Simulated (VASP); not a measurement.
# HfO2 (Fm-3m) in VASP: further runs

HfO2 is run at these levels: r2SCAN+rVV10, RPBE+D3(BJ), RPBE+D4; tasks: single point, relaxation of cell and atoms.

Everything below comes from runs of VASP 6.6.1. Logs are shortened: lines on timing, memory, paths and dates and some standing lists are left out, and cuts for length are marked.

**1. The cell of the first run**

The structure is cubic, space group Fm-3m (No. 225). Conventional cell: a = 5.115 Å, b = 5.115 Å, c = 5.115 Å, α = 90.00°, β = 90.00°, γ = 90.00°. Within 2.9 Å of Hf (site symmetry m-3m) lie 8 O at 2.21 Å. O (site symmetry -43m) has 4 Hf at 2.21 Å and 6 O at 2.56 Å within 2.9 Å.

**2. Single point, r2SCAN+rVV10**

POSCAR reads:

```
HfO2
1.0
    0.0000000000      2.5575000000      2.5575000000
    2.5575000000      0.0000000000      2.5575000000
    2.5575000000      2.5575000000      0.0000000000
Hf O
1 2
Direct
    0.0000000000      0.0000000000      0.0000000000
    0.7500000000      0.7500000000      0.7500000000
    0.2500000000      0.2500000000      0.2500000000
```

INCAR.step1 reads:

```
PREC = Accurate ; ENCUT = 520
ISMEAR = -1 ; SIGMA = 0.1
LREAL = False ; LASPH = True
NELM = 100 ; NBANDS = 18
GGA = PE ; ALGO = Normal
EDIFF = 1E-4 ; LWAVE = True
LCHARG = False
```

INCAR.step2 reads:

```
PREC = Accurate ; ENCUT = 520
EDIFF = 1E-6 ; ISMEAR = -1
SIGMA = 0.1 ; LREAL = False
LASPH = True ; NELM = 100
ALGO = Normal ; ISIF = 2
LWAVE = False ; LCHARG = False
METAGGA = R2SCAN ; LMIXTAU = True
LUSE_VDW = True ; IVDW_NL = 2
BPARAM = 11.95 ; CPARAM = 0.0093
NBANDS = 18 ; ISTART = 1
```

KPOINTS reads:

```
regular mesh
0
Gamma
  9 9 9
```

Potentials or basis: VASP PAW PBE potentials, release 64 (Hf_pv, O).

Command:

```bash
cat potpaw_PBE.64/Hf_pv/POTCAR potpaw_PBE.64/O/POTCAR > POTCAR
cp INCAR.step1 INCAR
mpirun -np 1 vasp_std > vasp.out
cp INCAR.step2 INCAR
mpirun -np 1 vasp_std > vasp.out
```

OUTCAR:

```text
PREC = Accurate
   ENCUT = 520
   EDIFF = 1E-6
   ISMEAR = -1
   LREAL = False
   LASPH = True
   NELM = 100
   ISIF = 2
   METAGGA = R2SCAN
   IVDW_NL = 2
   BPARAM = 11.95
   ISTART = 1

 ion  position               nearest neighbor table
   1  0.000  0.000  0.000-   2 2.21   2 2.21   2 2.21   2 2.21   3 2.21   3 2.21   3 2.21   3 2.21

   2  0.750  0.750  0.750-   1 2.21   1 2.21   1 2.21   1 2.21
   3  0.250  0.250  0.250-   1 2.21   1 2.21   1 2.21   1 2.21

  LATTYP: Found a face centered cubic cell.
 ALAT       =     5.1150000000

  Lattice vectors:

 A1 = (   0.0000000000,   2.5575000000,   2.5575000000)
 A2 = (   2.5575000000,   0.0000000000,   2.5575000000)
 A3 = (   2.5575000000,   2.5575000000,   0.0000000000)

Analysis of symmetry for initial positions (statically):
=====================================================================
 Subroutine PRICEL returns:
 Original cell was already a primitive cell.

 Routine SETGRP: Setting up the symmetry group for a
 face centered cubic supercell.

 Subroutine GETGRP returns: Found 48 space group operations
 (whereof 48 operations were pure point group operations)
 out of a pool of 48 trial point group operations.

The static configuration has the point symmetry O_h .

Analysis of symmetry for dynamics (positions and initial velocities):
=====================================================================
 Subroutine PRICEL returns:
 Original cell was already a primitive cell.

 Routine SETGRP: Setting up the symmetry group for a
 face centered cubic supercell.

 Subroutine GETGRP returns: Found 48 space group operations
 (whereof 48 operations were pure point group operations)
 out of a pool of 48 trial point group operations.

The dynamic configuration has the point symmetry O_h .

 Subroutine INISYM returns: Found 48 space group operations
 (whereof 48 operations are pure point group operations),
 and found     1 'primitive' translations

----------------------------------------------------------------------------------------

                                     Primitive cell

  volume of cell :      33.4562

  direct lattice vectors                    reciprocal lattice vectors
     0.000000000  2.557500000  2.557500000    -0.195503421  0.195503421  0.195503421
     2.557500000  0.000000000  2.557500000     0.195503421 -0.195503421  0.195503421
     2.557500000  2.557500000  0.000000000     0.195503421  0.195503421 -0.195503421

  length of vectors
     3.616851186  3.616851186  3.616851186     0.338621859  0.338621859  0.338621859

  position of ions in fractional coordinates (direct lattice)
     0.000000000  0.000000000  0.000000000
     0.750000000  0.750000000  0.750000000
     0.250000000  0.250000000  0.250000000

  ion indices of the primitive-cell ions
   primitive index   ion index
                 1           1
                 2           2
                 3           3

----------------------------------------------------------------------------------------

 KPOINTS: regular mesh

Automatic generation of k-mesh.
 Grid dimensions read from file:
 generate k-points for:    9    9    9

 Generating k-lattice:

  Cartesian coordinates                     Fractional coordinates (reciprocal lattice)
    -0.021722602  0.021722602  0.021722602     0.111111111  0.000000000  0.000000000
     0.021722602 -0.021722602  0.021722602     0.000000000  0.111111111  0.000000000
     0.021722602  0.021722602 -0.021722602     0.000000000  0.000000000  0.111111111

  Length of vectors
     0.037624651  0.037624651  0.037624651

  Shift w.r.t. Gamma in fractional coordinates (k-lattice)
     0.000000000  0.000000000  0.000000000

 Subroutine IBZKPT returns following result:
 ===========================================

 Found     35 irreducible k-points:

 Following reciprocal coordinates:
            Coordinates               Weight
  0.000000  0.000000  0.000000      1.000000
  0.111111  0.000000  0.000000      8.000000
  0.222222  0.000000  0.000000      8.000000
  0.333333  0.000000  0.000000      8.000000
  0.444444  0.000000  0.000000      8.000000
  0.111111  0.111111  0.000000      6.000000
[... 16 lines left out ...]
 -0.333333  0.333333  0.000000     12.000000
  0.444444  0.444444  0.000000      6.000000
 [... further k-points ...]
   k-points           NKPTS =     35   k-points in BZ     NKDIM =     35   number of bands    NBANDS=     18
   number of dos      NEDOS =    301   number of ions     NIONS =      3
   total plane-waves  NPLWV =  21952
   dimension x,y,z NGX =    28 NGY =   28 NGZ =   28
   dimension x,y,z NGXF=    56 NGYF=   56 NGZF=   56
   ions per type =               1   2
   NGX,Y,Z   is equivalent  to a cutoff of  12.87, 12.87, 12.87 a.u.
   NGXF,Y,Z  is equivalent  to a cutoff of  25.74, 25.74, 25.74 a.u.
 SYSTEM =  unknown system
   PREC   = accura    normal or accurate (medium, high low for compatibility)
   ISTART =      1    job   : 0-new  1-cont  2-samecut
   ICHARG =      0    charge: 1-file 2-atom 10-const
   ISPIN  =      1    spin polarized calculation?
   LNONCOLLINEAR =      F non collinear calculations
   LSORBIT =      F    spin-orbit coupling
   LASPH  =      T    aspherical Exc in radial PAW
   ENCUT  =  520.0 eV  38.22 Ry    6.18 a.u.   6.72  6.72  6.72*2*pi/ulx,y,z
   NELM   =    100;   NELMIN=  2; NELMDL=  0     # of ELM steps
   EDIFF  = 0.1E-05   stopping-criterion for ELM
   LREAL  =      F    real-space projection
[... 7 lines left out ...]
   TEBEG  =    0.0;   TEEND  =   0.0 temperature during run
   PSTRESS=    0.0 pullay stress
   NELECT =      22.0000    total number of electrons
   NUPDOWN=      -1.0000    fix difference up-down
   EMIN   =  10.00;   EMAX   =-10.00  energy-range for DOS
   EFERMI =   0.00;   METHOD = LEGACY
   ISMEAR =    -1;   SIGMA  =   0.10  broadening in eV -4-tet -1-fermi 0-gaus
   EFERMI_NEDOS =   21; number of points for ismear=-14 and -15
   IALGO  =     38    algorithm
   IMIX   =      4    mixing-type and parameters
     AMIX     =   0.40;   BMIX     =  1.00
     AMIX_MAG =   1.60;   BMIX_MAG =  1.00
  volume/ion in A,a.u.               =      11.15        75.26
  Fermi-wavevector in a.u.,A,eV,Ry     =   1.423607  2.690227 27.574337  2.026657
  Thomas-Fermi vector in A             =   2.544186
   LORBIT       =      0    0 simple, 1 ext, 2 COOP (PROOUT), +10 PAW based schemes
   METAGGA = R2SCAN    functional components
   LHFCALC =     F    Hartree Fock is set to
   AEXX    =    0.0000 exact exchange contribution
   IVDW_NL    =     2    kernel type
   BPARAM     =11.9500
   IVDW    =     0    specifies the selected vdW correction
   LEPSILON=     F    determine dielectric tensor
   LRPA    =     F    only Hartree local field effects (RPA)
 non-spin polarized calculation
  energy-cutoff  :      520.00
  volume of cell :       33.46
 maximum number of plane-waves:       914
   NGX = 13   NGY = 13   NGZ = 13

 number of electron      21.9999993 magnetization

 Free energy of the ion-electron system (eV)
  ---------------------------------------------------
  ext. energy  EPLUGINS =         0.00000000
  ---------------------------------------------------
  free energy    TOTEN  =       -68.00068148 eV

  energy without entropy =      -68.00068148  energy(sigma->0) =      -68.00068148

 E-fermi :   5.7453     XC(G=0): -12.4829

 val. band max:        3.6253166604   @ k =  -0.4444   0.4444   0.0000
 cond. band min:       7.9141607783   @ k =   0.4444   0.4444   0.0000
 fundamental gap:      4.2888441179
 Fermi energy:         5.7453427757

 k-point     1 :       0.0000    0.0000    0.0000
  band No.  band energies     occupation
      1     -27.0879      2.00000
      2     -27.0879      2.00000
      3     -27.0879      2.00000
      4     -15.8934      2.00000
      5     -13.0126      2.00000
      6      -1.6061      2.00000
[... 10 lines left out ...]
     17      14.3428      0.00000
     18      16.1946      0.00000

 k-point     2 :       0.1111    0.0000    0.0000
  band No.  band energies     occupation
      1     -27.1365      2.00000
      2     -27.0930      2.00000
      3     -27.0930      2.00000
      4     -15.7376      2.00000
      5     -13.1392      2.00000
      6      -1.4882      2.00000
[... 10 lines left out ...]
     17      14.1304      0.00000
     18      16.1932      0.00000

 k-point     3 :       0.2222    0.0000    0.0000
  band No.  band energies     occupation
      1     -27.2560      2.00000
      2     -27.1061      2.00000
      3     -27.1061      2.00000
      4     -15.3463      2.00000
      5     -13.4225      2.00000
      6      -1.1809      2.00000
[... 10 lines left out ...]
     17      13.7112      0.00000
     18      16.1875      0.00000

 k-point     4 :       0.3333    0.0000    0.0000
  band No.  band energies     occupation
      1     -27.3861      2.00000
      2     -27.1209      2.00000
      3     -27.1209      2.00000
      4     -14.9317      2.00000
      5     -13.6607      2.00000
      6      -0.8215      2.00000
[... 375 lines left out ...]
      4     -14.1849      2.00000
      5     -13.9751      2.00000
      6      -2.0810      2.00000
[... 10 lines left out ...]
     17      16.1685      0.00000
     18      16.2395      0.00000

 k-point    23 :      -0.3333    0.3333    0.0000
  band No.  band energies     occupation
      1     -27.3666      2.00000
      2     -27.3377      2.00000
      3     -27.1614      2.00000
      4     -14.2232      2.00000
      5     -13.9685      2.00000
      6      -1.6934      2.00000
[... 10 lines left out ...]
     17      15.9423      0.00000
     18      16.1840      0.00000

 k-point    24 :       0.4444    0.4444    0.0000
  band No.  band energies     occupation
      1     -27.4947      2.00000
      2     -27.1924      2.00000
      3     -27.1924      2.00000
      4     -14.1922      2.00000
      5     -13.9632      2.00000
      6      -2.5715      2.00000
[... 10 lines left out ...]
     17      16.0819      0.00000
     18      16.2103      0.00000

 [... further k-points ...]

------------------------ aborting loop because EDIFF is reached ----------------------------------------

  FORCE on cell =-STRESS in cart. coord.  units (eV):
  Direction    XX          YY          ZZ          XY          YZ          ZX
  --------------------------------------------------------------------------------------
  -------------------------------------------------------------------------------------
  Total       -2.8051218     -2.8051218     -2.8051218      0.0000000      0.0000000     -0.0000000
  in kB     -134.3338262   -134.3338262   -134.3338262      0.0000000      0.0000000     -0.0000000
  external PRESSURE =    -134.3338262 kB  Pullay stress =       0.0000000 kB

 VOLUME and BASIS-vectors are now :
 -----------------------------------------------------------------------------
  energy-cutoff  :      520.00
  volume of cell :       33.46
      direct lattice vectors                 reciprocal lattice vectors
     0.000000000  2.557500000  2.557500000    -0.195503421  0.195503421  0.195503421
     2.557500000  0.000000000  2.557500000     0.195503421 -0.195503421  0.195503421
     2.557500000  2.557500000  0.000000000     0.195503421  0.195503421 -0.195503421

 POSITION                                       TOTAL-FORCE (eV/Angst)
 -----------------------------------------------------------------------------------
      0.00000      0.00000      0.00000        -0.000000     -0.000000     -0.000000
      3.83625      3.83625      3.83625         0.000000      0.000000      0.000000
      1.27875      1.27875      1.27875        -0.000000     -0.000000     -0.000000
 -----------------------------------------------------------------------------------
    total drift:                                0.000000      0.000000      0.000000

  FREE ENERGIE OF THE ION-ELECTRON SYSTEM (eV)
  ---------------------------------------------------
  free  energy   TOTEN  =       -68.0006814831 eV

  energy  without entropy=      -68.0006814829  energy(sigma->0) =      -68.00068148
```

Wall time 53 s (1 thread of Intel Xeon 6975P-C (Granite Rapids), shared host); peak memory 0.27 GiB.

Results:

```yaml
Free_energy: -68.0007 eV
Pressure: -13.4 GPa
Band_gap_on_the_k_mesh: 4.29 eV (least direct gap 4.39 eV)
```

Levels at points of the mesh, in eV from the valence-band top:
```csv
k point,band 9,band 10,band 11,band 12,band 13,band 14
"(0.00, 0.00, 0.00)",-0.57,-0.57,-0.57,4.37,4.37,6.20
```

Caveat: the cell stands under tension; the PAW data sets were made with another functional, which shifts forces and pressure a little; spin-orbit coupling is left out, which moves the levels of the heavy elements; an odd mesh through Γ misses points on the zone boundary, where band edges can lie. r2SCAN opens gaps a little over a GGA but as a rule still falls short of measured ones.

**3. Relaxation of cell and atoms, RPBE+D3(BJ)**

INCAR reads:

```
PREC     = Accurate       # precision mode
ENCUT    = 600            # plane-wave cutoff, eV
EDIFF    = 1E-6           # SCF threshold, eV
ISMEAR   = -1             # smearing method
SIGMA    = 0.05           # smearing width, eV
LREAL    = False          # projectors in reciprocal space
LASPH    = True           # aspherical terms in the spheres
NELM     = 100            # most SCF steps
ALGO     = Normal         # electronic algorithm
ISIF     = 3              # what is computed and relaxed
LWAVE    = False          # write WAVECAR
LCHARG   = False          # write CHGCAR
GGA      = RP             # functional
IVDW     = 12             # dispersion correction
IBRION   = 2              # ionic algorithm
NSW      = 60             # ionic steps
EDIFFG   = -0.01          # ionic threshold
```

KPOINTS is that of step 2.

POSCAR is that of step 2.

Potentials or basis: VASP PAW PBE potentials, release 64 (Hf_pv, O).

Command:

```bash
cat potpaw_PBE.64/Hf_pv/POTCAR potpaw_PBE.64/O/POTCAR > POTCAR
mpirun -np 1 vasp_std > vasp.out
```

Run time: 49 s. Hardware: 1 thread of Intel Xeon 6975P-C (Granite Rapids), shared host; peak memory 0.2 GiB.

The run converged. Its results:

| Property | Result |
| --- | --- |
| Free energy | -32.9217 eV |
| Relaxed volume | 10.14 Å³/atom |
| Relaxed cell | a = 3.504 Å, b = 3.504 Å, c = 3.504 Å, α = 60.00°, β = 60.00°, γ = 60.00° |
| Space group after relaxing (to 0.1 Å) | Fm-3m (No. 225) |
| Energy gained by relaxing | 79.7 meV/atom |
| Ionic steps | 7 |
| Pressure after relaxing | 0.0 GPa |
| Band gap on the k mesh | 4.18 eV (least direct gap 4.34 eV) |
| Dispersion energy per atom | -1.406 eV |

The path:
| step | energy change (eV) | largest force (eV/Å) | pressure (GPa) | volume (Å³) |
| --- | --- | --- | --- | --- |
| 1 | 0.0000 | 0.0000 | -23.13 | 33.46 |
| 2 | 0.4502 | 0.0000 | 60.35 | 26.25 |
| 3 | -0.2385 | 0.0000 | -1.18 | 30.54 |
| 4 | -0.2389 | 0.0000 | -0.20 | 30.44 |
| 5 | -0.2389 | 0.0000 | 0.37 | 30.38 |
| 6 | -0.2389 | 0.0000 | -0.52 | 30.47 |
| 7 | -0.2390 | 0.0000 | 0.02 | 30.42 |

Final structure:
```cif
data_structure
_symmetry_space_group_name_H-M 'P 1'
_symmetry_Int_Tables_number 1
_cell_length_a 3.5038
_cell_length_b 3.5038
_cell_length_c 3.5038
_cell_angle_alpha 60.000
_cell_angle_beta 60.000
_cell_angle_gamma 60.000
_cell_volume 30.42
loop_
_atom_site_label
_atom_site_type_symbol
_atom_site_fract_x
_atom_site_fract_y
_atom_site_fract_z
_atom_site_occupancy
Hf1 Hf 0.00000 0.00000 0.00000 1
O1 O 0.75000 0.75000 0.75000 1
O2 O 0.25000 0.25000 0.25000 1
```

Levels at points of the mesh, in eV from the valence-band top:
```tsv
k point	band 8	band 9	band 10	band 11	band 12	band 13	band 14	band 15
(0.00, 0.00, 0.00)	-5.71	-0.58	-0.58	-0.58	4.18	4.18	6.61	11.39
```

Caveat: the PAW data sets were made with another functional, which shifts forces and pressure a little; spin-orbit coupling is left out, which moves the levels of the heavy elements; an odd mesh through Γ misses points on the zone boundary, where band edges can lie.

[end of part 1 of 2]
